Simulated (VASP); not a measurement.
## WSe2: single point with LDA

System: WSe2, a slab with vacuum.

```
CELL_PARAMETERS angstrom
3.27115 0.00000 0.00000
-1.63558 2.83290 0.00000
0.00000 0.00000 44.78918
ATOMIC_POSITIONS crystal
Se 0.33333 0.66667 0.16745
Se 0.33333 0.66667 0.24220
Se 0.66667 0.33333 0.31504
Se 0.66667 0.33333 0.38979
Se 0.33333 0.66667 0.46263
Se 0.33333 0.66667 0.53737
Se 0.66667 0.33333 0.61021
Se 0.66667 0.33333 0.68496
Se 0.33333 0.66667 0.75780
Se 0.33333 0.66667 0.83255
W 0.66667 0.33333 0.20482
W 0.33333 0.66667 0.35241
W 0.66667 0.33333 0.50000
W 0.33333 0.66667 0.64759
W 0.66667 0.33333 0.79518
```

- Program: VASP 6.6.1
- Task: single point
- Functional: LDA
- Potentials or basis: VASP PAW LDA potentials, release 64 (Se, W_sv)
- Cutoff: 520 eV
- k mesh: 9 × 9 × 1
- Occupations: gaussian, width 0.05 eV
- Spin: no spin polarisation

- Largest force: 0.226 eV/Å
- Band gap on the k mesh: 1.19 eV (least direct gap 1.61 eV)

Forces in eV/Å, atoms in the order of the input:
```
Se   0.000  0.000  0.226
Se   0.000  0.000 -0.137
Se   0.000  0.000  0.107
Se   0.000  0.000 -0.127
Se   0.000  0.000  0.127
Se   0.000  0.000 -0.127
Se   0.000  0.000  0.127
Se   0.000  0.000 -0.107
Se   0.000  0.000  0.137
Se   0.000  0.000 -0.226
W    0.000  0.000 -0.029
W    0.000  0.000 -0.002
W    0.000  0.000  0.000
W    0.000  0.000  0.002
W    0.000  0.000  0.029
```

Levels at points of the mesh, in eV from the valence-band top:
| k point | band 62 | band 63 | band 64 | band 65 | band 66 | band 67 | band 68 | band 69 |
| --- | --- | --- | --- | --- | --- | --- | --- | --- |
| (0.00, 0.00, 0.00) | -0.57 | -0.29 | -0.10 | 0.00 | 2.81 | 2.81 | 2.82 | 2.82 |

Wall time 13 min on 1 thread of Oxide Virtual Turin-like Processor (shared host), peak memory 0.45 GiB.

Caveat: spin-orbit coupling is left out, which moves the levels of the heavy elements.
